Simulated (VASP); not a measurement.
# NaH in VASP: a series of runs, part 2 of 2

VASP 6.6.1.

### 3 Single point, PBEsol

INCAR

```
SYSTEM = NaH
  PREC = Accurate
  ENCUT = 520
  EDIFF = 1E-6
  ISMEAR = 0
  SIGMA = 0.01
  LREAL = .FALSE.
  LASPH = .TRUE.
  NELM = 60
  ALGO = Normal
  ISIF = 2
  LWAVE = .FALSE.
  LCHARG = .FALSE.
  GGA = PS
  NBANDS = 11
```

KPOINTS

```
Automatic mesh
0
G
  6 6 6
  0 0 0
```

POSCAR

```
NaH
1.0
    0.0000000000      2.4400000000      2.4400000000
    2.4400000000      0.0000000000      2.4400000000
    2.4400000000      2.4400000000      0.0000000000
Na H
1 1
Direct
    0.0000000000      0.0000000000      0.0000000000
    0.5000000000      0.5000000000      0.5000000000
```

Potentials or basis: VASP PAW PBE potentials, release 64 (Na_pv, H).

Started as:

```sh
> cat potpaw_PBE.64/Na_pv/POTCAR potpaw_PBE.64/H/POTCAR > POTCAR
> mpirun -np 1 vasp_std > vasp.out
```

OUTCAR:

```text
SYSTEM = NaH
   PREC = Accurate
   ENCUT = 520
   EDIFF = 1E-6
   ISMEAR = 0
   LREAL = .FALSE.
   LASPH = .TRUE.
   NELM = 60
   ISIF = 2
   GGA = PS

 ion  position               nearest neighbor table
   1  0.000  0.000  0.000-
   2  0.500  0.500  0.500-

  LATTYP: Found a face centered cubic cell.
 ALAT       =     4.8800000000

  Lattice vectors:

 A1 = (   0.0000000000,   2.4400000000,   2.4400000000)
 A2 = (   2.4400000000,   0.0000000000,   2.4400000000)
 A3 = (   2.4400000000,   2.4400000000,   0.0000000000)

Analysis of symmetry for initial positions (statically):
=====================================================================
 Subroutine PRICEL returns:
 Original cell was already a primitive cell.

 Routine SETGRP: Setting up the symmetry group for a
 face centered cubic supercell.

 Subroutine GETGRP returns: Found 48 space group operations
 (whereof 48 operations were pure point group operations)
 out of a pool of 48 trial point group operations.

The static configuration has the point symmetry O_h .

Analysis of symmetry for dynamics (positions and initial velocities):
=====================================================================
 Subroutine PRICEL returns:
 Original cell was already a primitive cell.

 Routine SETGRP: Setting up the symmetry group for a
 face centered cubic supercell.

 Subroutine GETGRP returns: Found 48 space group operations
 (whereof 48 operations were pure point group operations)
 out of a pool of 48 trial point group operations.

The dynamic configuration has the point symmetry O_h .

 Subroutine INISYM returns: Found 48 space group operations
 (whereof 48 operations are pure point group operations),
 and found     1 'primitive' translations

----------------------------------------------------------------------------------------

                                     Primitive cell

  volume of cell :      29.0536

[... 104 lines left out ...]
   GGA     = PS    functional components
   LHFCALC =     F    Hartree Fock is set to
   AEXX    =    0.0000 exact exchange contribution
   IVDW    =     0    specifies the selected vdW correction
   LEPSILON=     F    determine dielectric tensor
   LRPA    =     F    only Hartree local field effects (RPA)
 non-spin polarized calculation
 Gauss-broadening in eV      SIGMA  =   0.01
  energy-cutoff  :      520.00
  volume of cell :       29.05
 maximum number of plane-waves:       797
 NGX is ok and might be reduce to    28
   NGX = 13   NGY = 13   NGZ = 13

 number of electron       8.0000008 magnetization

 Free energy of the ion-electron system (eV)
  ---------------------------------------------------
  ext. energy  EPLUGINS =         0.00000000
  ---------------------------------------------------
  free energy    TOTEN  =        -5.08049872 eV

  energy without entropy =       -5.08049872  energy(sigma->0) =       -5.08049872

 E-fermi :  -1.1866     XC(G=0):  -7.7902

 val. band max:       -1.2307091226   @ k =  -0.3333   0.5000   0.1667
 cond. band min:       2.3350099790   @ k =   0.5000   0.0000   0.0000
 fundamental gap:      3.5657191017
 Fermi energy:        -1.1866043785

 k-point     1 :       0.0000    0.0000    0.0000
  band No.  band energies     occupation
      1     -23.2345      2.00000
      2     -23.2345      2.00000
      3     -23.2345      2.00000
      4      -4.8248      2.00000
      5       8.9744      0.00000
      6      13.9976      0.00000
      7      13.9976      0.00000
      8      13.9976      0.00000
      9      14.8757      0.00000
     10      14.8757      0.00000
     11      14.8757      0.00000
[... 197 lines left out ...]
 k-point    16 :      -0.3333    0.5000    0.1667
  band No.  band energies     occupation
      1     -23.3004      2.00000
      2     -23.2763      2.00000
      3     -23.2656      2.00000
      4      -1.2307      2.00000
      5       3.7805      0.00000
      6       5.6302      0.00000
      7       7.2137      0.00000
      8      13.3535      0.00000
      9      13.4586      0.00000
     10      19.1106      0.00000
     11      19.2423      0.00000

------------------------ aborting loop because EDIFF is reached ----------------------------------------

  FORCE on cell =-STRESS in cart. coord.  units (eV):
  Direction    XX          YY          ZZ          XY          YZ          ZX
  --------------------------------------------------------------------------------------
  -------------------------------------------------------------------------------------
  Total       -0.2199003     -0.2199003     -0.2199003      0.0000000      0.0000000      0.0000000
  in kB      -12.1265384    -12.1265384    -12.1265384      0.0000000      0.0000000      0.0000000
  external PRESSURE =     -12.1265384 kB  Pullay stress =       0.0000000 kB

 VOLUME and BASIS-vectors are now :
 -----------------------------------------------------------------------------
  energy-cutoff  :      520.00
  volume of cell :       29.05
      direct lattice vectors                 reciprocal lattice vectors
     0.000000000  2.440000000  2.440000000    -0.204918033  0.204918033  0.204918033
     2.440000000  0.000000000  2.440000000     0.204918033 -0.204918033  0.204918033
     2.440000000  2.440000000  0.000000000     0.204918033  0.204918033 -0.204918033

 POSITION                                       TOTAL-FORCE (eV/Angst)
 -----------------------------------------------------------------------------------
      0.00000      0.00000      0.00000        -0.000000      0.000000     -0.000000
      2.44000      2.44000      2.44000         0.000000      0.000000      0.000000
 -----------------------------------------------------------------------------------
    total drift:                               -0.000000     -0.000000     -0.000000

  FREE ENERGIE OF THE ION-ELECTRON SYSTEM (eV)
  ---------------------------------------------------
  free  energy   TOTEN  =        -5.0804987196 eV

  energy  without entropy=       -5.0804987196  energy(sigma->0) =       -5.08049872
```

OSZICAR:

```text
N       E                     dE             d eps       ncg     rms          rms(c)
DAV:   1     0.404220641676E+02    0.40422E+02   -0.43995E+03   358   0.739E+02
DAV:   2    -0.378958859419E+01   -0.44212E+02   -0.43568E+02   370   0.213E+02
DAV:   3    -0.544300581815E+01   -0.16534E+01   -0.16520E+01   439   0.358E+01
DAV:   4    -0.545315111033E+01   -0.10145E-01   -0.10145E-01   422   0.289E+00
DAV:   5    -0.545323955730E+01   -0.88447E-04   -0.88446E-04   405   0.283E-01    0.288E+00
DAV:   6    -0.515723902900E+01    0.29600E+00   -0.31136E-01   426   0.316E+00    0.132E+00
DAV:   7    -0.507784168132E+01    0.79397E-01   -0.27104E-01   397   0.220E+00    0.327E-01
DAV:   8    -0.508052296670E+01   -0.26813E-02   -0.72037E-03   388   0.960E-01    0.581E-02
DAV:   9    -0.508050734897E+01    0.15618E-04   -0.64423E-04   442   0.310E-01    0.170E-02
DAV:  10    -0.508049816102E+01    0.91879E-05   -0.34119E-05   388   0.404E-02    0.281E-03
DAV:  11    -0.508049871958E+01   -0.55856E-06   -0.11499E-06   408   0.621E-03
   1 F= -.50804987E+01 E0= -.50804987E+01  d E =-.111720E-11
```

stdout:

```text
POSCAR found type information on POSCAR NaH
 POSCAR found :  2 types and       2 ions
 scaLAPACK will be used
 -----------------------------------------------------------------------------
|                                                                             |
|                                                                             |
|     You enforced a specific xc type in the INCAR file but a different       |
|     I HOPE YOU KNOW WHAT YOU ARE DOING!                                     |
|                                                                             |
 -----------------------------------------------------------------------------

 LDA part: xc-table for (Slater+PW92), standard interpolation
 POSCAR, INCAR and KPOINTS ok, starting setup
 FFT: planning ... GRIDC
 FFT: planning ... GRID_SOFT
 FFT: planning ... GRID
 WAVECAR not read
 entering main loop
```

It took 6.7 s on 1 thread of Intel Xeon Platinum 8259CL at 2.50GHz (Skylake/Cascade Lake), shared host; peak memory 0.14 GiB.

What came out:

- Free energy: -5.0805 eV
- Pressure: -1.2 GPa
- Band gap on the k mesh: 3.57 eV (least direct gap 4.40 eV)

Levels at points of the mesh, in eV from the valence-band top:
```
           k point  band 1  band 2  band 3  band 4  band 5  band 6  band 7  band 8
(0.00, 0.00, 0.00)  -22.00  -22.00  -22.00   -3.59   10.21   15.23   15.23   15.23
(0.50, 0.00, 0.00)  -22.09  -22.01  -22.01   -0.84    3.57   10.48   13.09   13.09
(0.50, 0.50, 0.00)  -22.08  -22.03  -22.03   -0.13    4.40    9.71   10.37   10.37
```

Caveat: the PAW data sets were made with another functional, which shifts forces and pressure a little. A k mesh can miss the band edges.

### 4 Single point, PBEsol

This run uses another cell than the first one, of 13.98 Å³/atom.

INCAR

```
SYSTEM = NaH
ALGO = Normal ; EDIFF = 1E-6
ENCUT = 520 ; GGA = PS
ISIF = 2 ; ISMEAR = 0
LASPH = .TRUE. ; LCHARG = .FALSE.
LREAL = .FALSE. ; LWAVE = .FALSE.
NBANDS = 11 ; NELM = 60
PREC = Accurate ; SIGMA = 0.01
```

KPOINTS

```
k-points
0
G
  6 6 6
  0 0 0
```

POSCAR

```
NaH
1.0
    0.0114755706      2.4050150732      2.3819810053
    2.4050150732      0.0114755706      2.3819810053
    2.4399436425      2.4399436425     -0.0234529986
Na H
1 1
Direct
    0.0000000000      0.0000000000      0.0000000000
    0.5000000000      0.5000000000      0.5000000000
```

Potentials or basis: VASP PAW PBE potentials, release 64 (Na_pv, H).

Started as:

```sh
> cat potpaw_PBE.64/Na_pv/POTCAR potpaw_PBE.64/H/POTCAR > POTCAR
> mpirun -np 1 vasp_std > vasp.out
```

OUTCAR:

```text
SYSTEM = NaH
   EDIFF = 1E-6
   ENCUT = 520
   GGA = PS
   ISIF = 2
   ISMEAR = 0
   LASPH = .TRUE.
   LREAL = .FALSE.
   NELM = 60
   PREC = Accurate

 ion  position               nearest neighbor table
   1  0.000  0.000  0.000-
   2  0.500  0.500  0.500-

  LATTYP: Found a base centered monoclinic cell.
 ALAT       =     5.8629504604
 B/A-ratio  =     0.5773502692
 C/A-ratio  =     0.5885570952
 COS(beta)  =    -0.5773502692

  Lattice vectors:

 A1 = (  -0.0114755706,  -2.4050150732,  -2.3819810053)
 A2 = (  -2.4050150732,  -0.0114755706,  -2.3819810053)
 A3 = (   2.4399436425,   2.4399436425,  -0.0234529986)

Analysis of symmetry for initial positions (statically):
=====================================================================
 Subroutine PRICEL returns:
 Original cell was already a primitive cell.

 Routine SETGRP: Setting up the symmetry group for a
 base centered monoclinic supercell.

 Subroutine GETGRP returns: Found  4 space group operations
 (whereof  4 operations were pure point group operations)
 out of a pool of  4 trial point group operations.

The static configuration has the point symmetry C_2h.

Analysis of symmetry for dynamics (positions and initial velocities):
=====================================================================
 Subroutine PRICEL returns:
 Original cell was already a primitive cell.

 Routine SETGRP: Setting up the symmetry group for a
 base centered monoclinic supercell.

 Subroutine GETGRP returns: Found  4 space group operations
 (whereof  4 operations were pure point group operations)
 out of a pool of  4 trial point group operations.

The dynamic configuration has the point symmetry C_2h.

 Subroutine INISYM returns: Found  4 space group operations
 (whereof  4 operations are pure point group operations),
 and found     1 'primitive' translations

----------------------------------------------------------------------------------------
[... 120 lines left out ...]
   AEXX    =    0.0000 exact exchange contribution
   IVDW    =     0    specifies the selected vdW correction
   LEPSILON=     F    determine dielectric tensor
   LRPA    =     F    only Hartree local field effects (RPA)
 non-spin polarized calculation
 Gauss-broadening in eV      SIGMA  =   0.01
  energy-cutoff  :      520.00
  volume of cell :       27.96
 maximum number of plane-waves:       764
 NGX is ok and might be reduce to    28
   NGX = 13   NGY = 13   NGZ = 13

 number of electron       7.9999997 magnetization

 Free energy of the ion-electron system (eV)
  ---------------------------------------------------
  ext. energy  EPLUGINS =         0.00000000
  ---------------------------------------------------
  free energy    TOTEN  =        -5.08429911 eV

  energy without entropy =       -5.08429911  energy(sigma->0) =       -5.08429911

 E-fermi :  -1.0213     XC(G=0):  -7.9211

 val. band max:       -1.0941787415   @ k =  -0.3333   0.5000   0.1667
 cond. band min:       2.3996892980   @ k =   0.0000   0.0000   0.5000
 fundamental gap:      3.4938680395
 Fermi energy:        -1.0213460049

 k-point     1 :       0.0000    0.0000    0.0000
  band No.  band energies     occupation
      1     -23.0517      2.00000
      2     -23.0493      2.00000
      3     -23.0467      2.00000
      4      -4.8144      2.00000
      5       9.4206      0.00000
      6      14.0951      0.00000
      7      14.5132      0.00000
      8      14.6128      0.00000
      9      15.0063      0.00000
     10      15.4443      0.00000
     11      15.5954      0.00000
[... 309 lines left out ...]
 k-point    24 :      -0.1667    0.1667    0.1667
  band No.  band energies     occupation
      1     -23.1117      2.00000
      2     -23.0650      2.00000
      3     -23.0633      2.00000
      4      -3.1595      2.00000
      5       5.5958      0.00000
      6       8.6966      0.00000
      7      10.9380      0.00000
      8      12.8079      0.00000
      9      14.7834      0.00000
     10      17.4430      0.00000
     11      18.7694      0.00000

 [... further k-points ...]

------------------------ aborting loop because EDIFF is reached ----------------------------------------

  FORCE on cell =-STRESS in cart. coord.  units (eV):
  Direction    XX          YY          ZZ          XY          YZ          ZX
  --------------------------------------------------------------------------------------
  -------------------------------------------------------------------------------------
  Total       -0.0878697     -0.0878697     -0.0338980     -0.0737467      0.0397208      0.0397208
  in kB       -5.0355727     -5.0355727     -1.9425996     -4.2262205      2.2762903      2.2762912
  external PRESSURE =      -4.0045816 kB  Pullay stress =       0.0000000 kB

 VOLUME and BASIS-vectors are now :
 -----------------------------------------------------------------------------
  energy-cutoff  :      520.00
  volume of cell :       27.96
      direct lattice vectors                 reciprocal lattice vectors
     0.011475571  2.405015073  2.381981005    -0.207891714  0.209899595  0.208890829
     2.405015073  0.011475571  2.381981005     0.209899595 -0.207891714  0.208890829
     2.439943642  2.439943642 -0.023452999     0.203928475  0.203928475 -0.206882948

 POSITION                                       TOTAL-FORCE (eV/Angst)
 -----------------------------------------------------------------------------------
      0.00000      0.00000      0.00000         0.000000     -0.000000      0.000000
      2.42822      2.42822      2.37025        -0.000000      0.000000     -0.000000
 -----------------------------------------------------------------------------------
    total drift:                               -0.000000     -0.000000     -0.000000

  FREE ENERGIE OF THE ION-ELECTRON SYSTEM (eV)
  ---------------------------------------------------
  free  energy   TOTEN  =        -5.0842991086 eV

  energy  without entropy=       -5.0842991086  energy(sigma->0) =       -5.08429911
```

OSZICAR:

```text
N       E                     dE             d eps       ncg     rms          rms(c)
DAV:   1     0.365491687818E+02    0.36549E+02   -0.45550E+03  1508   0.745E+02
DAV:   2    -0.418343372388E+01   -0.40733E+02   -0.40210E+02  1550   0.194E+02
DAV:   3    -0.545302097597E+01   -0.12696E+01   -0.12680E+01  1748   0.331E+01
DAV:   4    -0.546133066178E+01   -0.83097E-02   -0.83087E-02  1738   0.272E+00
DAV:   5    -0.546140548746E+01   -0.74826E-04   -0.74825E-04  1694   0.263E-01    0.291E+00
DAV:   6    -0.516349539643E+01    0.29791E+00   -0.30014E-01  1772   0.324E+00    0.135E+00
DAV:   7    -0.508187910488E+01    0.81616E-01   -0.27235E-01  1697   0.226E+00    0.325E-01
DAV:   8    -0.508432011737E+01   -0.24410E-02   -0.65637E-03  1667   0.967E-01    0.615E-02
DAV:   9    -0.508430900856E+01    0.11109E-04   -0.68458E-04  1816   0.315E-01    0.185E-02
DAV:  10    -0.508429826213E+01    0.10746E-04   -0.38791E-05  1677   0.417E-02    0.281E-03
DAV:  11    -0.508429910856E+01   -0.84643E-06   -0.11469E-06  1712   0.620E-03
   1 F= -.50842991E+01 E0= -.50842991E+01  d E =-.958106E-27
```

It took 19 s on 1 thread of Intel Xeon Platinum 8259CL at 2.50GHz (Skylake/Cascade Lake), shared host; peak memory 0.16 GiB.

Results:

```
Free energy            : -5.0843 eV
Pressure               : -0.4 GPa
Band gap on the k mesh : 3.49 eV (least direct gap 4.45 eV)
```

Caveat: the PAW data sets were made with another functional, which shifts forces and pressure a little.

### 5 Single point, PBEsol

This run uses another cell than the first one, of 13.98 Å³/atom.

INCAR

```
PREC     = Accurate       # precision mode
ENCUT    = 520            # plane-wave cutoff, eV
EDIFF    = 1E-6           # SCF threshold, eV
ISMEAR   = 0              # smearing method
SIGMA    = 0.01           # smearing width, eV
LREAL    = False          # projectors in reciprocal space
LASPH    = True           # aspherical terms in the spheres
NELM     = 100            # most SCF steps
ALGO     = Normal         # electronic algorithm
ISIF     = 2              # what is computed and relaxed
LWAVE    = False          # write WAVECAR
LCHARG   = False          # write CHGCAR
GGA      = PS             # functional
NBANDS   = 11             # bands
```

KPOINTS

```
regular mesh
0
Gamma
  6 6 6
```

POSCAR

```
NaH
1.0
    0.0114755700      2.4050150753      2.3819810088
    2.4050150753      0.0114755700      2.3819810088
    2.4399436425      2.4399436425     -0.0234529972
Na H
1 1
Direct
    0.0000000000      0.0000000000      0.0000000000
    0.5000000000      0.5000000000      0.5000000000
```

Started as:

```sh
> cat potpaw_PBE.64/Na_pv/POTCAR potpaw_PBE.64/H/POTCAR > POTCAR
> mpirun -np 1 vasp_std > vasp.out
```

Run time: 18 s. Hardware: 1 thread of Intel Xeon Platinum 8259CL at 2.50GHz (Skylake/Cascade Lake), shared host; peak memory 0.15 GiB.

Results (log left out):

```
Free energy            : -5.0843 eV
Pressure               : -0.4 GPa
Band gap on the k mesh : 3.49 eV (least direct gap 4.45 eV)
```

Stress tensor (GPa, compression positive):
```
-0.50 -0.42  0.23
-0.42 -0.50  0.23
 0.23  0.23 -0.19
```

Levels at points of the mesh, in eV from the valence-band top:
| k point | band 2 | band 3 | band 4 | band 5 | band 6 | band 7 |
| --- | --- | --- | --- | --- | --- | --- |
| (0.00, 0.00, 0.00) | -21.96 | -21.95 | -3.72 | 10.51 | 15.19 | 15.61 |
| (0.50, 0.00, 0.00) | -21.97 | -21.97 | -0.83 | 3.67 | 10.65 | 13.04 |
| (0.50, 0.50, 0.00) | -21.99 | -21.99 | -0.12 | 4.53 | 9.76 | 10.27 |
| (0.00, 0.00, 0.50) | -21.97 | -21.96 | -0.96 | 3.49 | 10.86 | 13.47 |
| (0.50, 0.00, 0.50) | -21.99 | -21.99 | -0.17 | 4.42 | 9.87 | 10.50 |
| (0.50, 0.50, 0.50) | -21.97 | -21.96 | -0.87 | 3.61 | 10.72 | 13.25 |

Caveat: the PAW data sets were made with another functional, which shifts forces and pressure a little. A k mesh can miss the band edges.
